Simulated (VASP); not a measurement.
A run of VASP 6.6.1:

File INCAR:

```
SYSTEM = Be2Si
PREC = Accurate ; ENCUT = 600
EDIFF = 1E-6 ; ISMEAR = -1
SIGMA = 0.5 ; LREAL = .False.
LASPH = .True. ; NELM = 120
ALGO = Normal ; ISIF = 2
LWAVE = .False. ; LCHARG = .False.
GGA = PS ; NBANDS = 11
GGA_COMPAT = .False.
```

The input KPOINTS:

```
Automatic mesh
0
Gamma
  6 6 6
  0 0 0
```

POSCAR

```
Be2Si
1.0
    0.0000000000      2.6413830465      2.6413830465
    2.6413830465      0.0000000000      2.6413830465
    2.6413830465      2.6413830465      0.0000000000
Si Be
1 2
Direct
    0.0000000000      0.0000000000      0.0000000000
    0.2500000000      0.2500000000      0.2500000000
    0.7500000000      0.7500000000      0.7500000000
```

Potentials or basis: VASP PAW PBE potentials, release 64 (Si, Be).

The run is started by

```bash
$ cat potpaw_PBE.64/Si/POTCAR potpaw_PBE.64/Be/POTCAR > POTCAR
$ mpirun -np 1 vasp_std > vasp.out
```

Hardware: 1 thread of AMD EPYC 9R45 96-Core Processor (Zen 5), with other jobs on the host.

Task: How long does it take, and how much memory?

Result: Run time: 5.3 s on 1 thread of AMD EPYC 9R45 96-Core Processor (Zen 5), on a shared host, peak memory 0.13 GiB. Counts: scf iterations 11, k points 16.
